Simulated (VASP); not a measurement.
A run of VASP 6.6.1:

Contents of INCAR:

```
SYSTEM = AlCo
ALGO     = Normal         ! electronic algorithm
EDIFF    = 1E-6           ! SCF threshold, eV
ENCUT    = 520            ! plane-wave cutoff, eV
GGA      = PS             ! functional
ISIF     = 2              ! what is computed and relaxed
ISMEAR   = -1             ! smearing method
ISPIN    = 2              ! spin polarisation
LASPH    = .True.         ! aspherical terms in the spheres
LCHARG   = .True.         ! write CHGCAR
LELF     = .True.         ! ELF
LMAXMIX  = 4              ! l up to which the mixer works
LORBIT   = 11             ! projections on sites
LREAL    = .False.        ! projectors in reciprocal space
LVHAR    = .True.       
LWAVE    = .False.        ! write WAVECAR
MAGMOM   = 2 0            ! initial moments
NBANDS   = 17             ! bands
NELM     = 150            ! most SCF steps
NUPDOWN  = 2.0            ! fixed moment
PREC     = Accurate       ! precision mode
SIGMA    = 0.05           ! smearing width, eV
```

File KPOINTS:

```
k-points
0
Gamma
  8 8 8
  0 0 0
```

File POSCAR:

```
AlCo
1.0
    2.8194032100      0.0000000000      0.0000000000
    0.0000000000      2.8194032100      0.0000000000
    0.0000000000      0.0000000000      2.8194032100
Co Al
1 1
Direct
    0.5000000000      0.5000000000      0.5000000000
    0.0000000000      0.0000000000      0.0000000000
```

Potentials or basis: VASP PAW PBE potentials, release 64 (Co, Al).

The run is started by

```bash
$ cat potpaw_PBE.64/Co/POTCAR potpaw_PBE.64/Al/POTCAR > POTCAR
$ mpirun -np 1 vasp_std > vasp.out
```

Hardware: 1 thread of AMD EPYC 9R14 (Zen 4) (shared host).

Question: Estimate the wall time of this run.

Answer: It took 21 s on 1 thread of AMD EPYC 9R14 (Zen 4), on a shared host, peak memory 0.13 GiB. Counts: scf iterations 14, k points 35.
